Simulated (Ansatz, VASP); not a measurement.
Two plane-wave programs on MoH5

```
H Mo
1.0
     0.00000    3.06310    3.06310
     3.06310    0.00000    3.06310
     3.06310    3.06310    0.00000
H Mo
5 1
Direct
  0.25000 0.25000 0.25000
  0.62426 0.12721 0.62426
  0.62426 0.62426 0.12721
  0.62426 0.62426 0.62426
  0.12721 0.62426 0.62426
  0.00000 0.00000 0.00000
```

Change from the starting cell: species swapped into the Be5Pt type (F-43m, No. 216).

Alike in both runs: task relaxation of cell and atoms; functional PBE; k mesh 6 × 6 × 6; occupations gaussian, width 0.1 eV; no spin polarisation.

|  | VASP | Ansatz |
| --- | --- | --- |
| version | VASP 6.6.1 | Ansatz 0.2.0 |
| potentials or method | VASP PAW PBE potentials, release 64 (H, Mo_sv), cutoff 600 eV | scalar-relativistic, plane waves, PAW |
| valence electrons in the cell | 19 | 19 |

Ansatz gave:

```
gap on the k mesh at the Fermi level, each at its own relaxed structure (eV) : none
relaxed volume (Å³/atom)                                                     : 4.82
relaxed cell length with the largest relative difference (Å)                 : 3.445
```

Question: Which values does VASP return?

Answer: gap on the k mesh at the Fermi level, each at its own relaxed structure (eV): none; relaxed volume (Å³/atom): 4.82; relaxed cell length with the largest relative difference (Å): 3.444.

A gap of «none» marks a metal or a gap that the smearing closes.

Noted on VASP's run: the volume moved by over 15 % at a fixed basis, so the end points are rough.
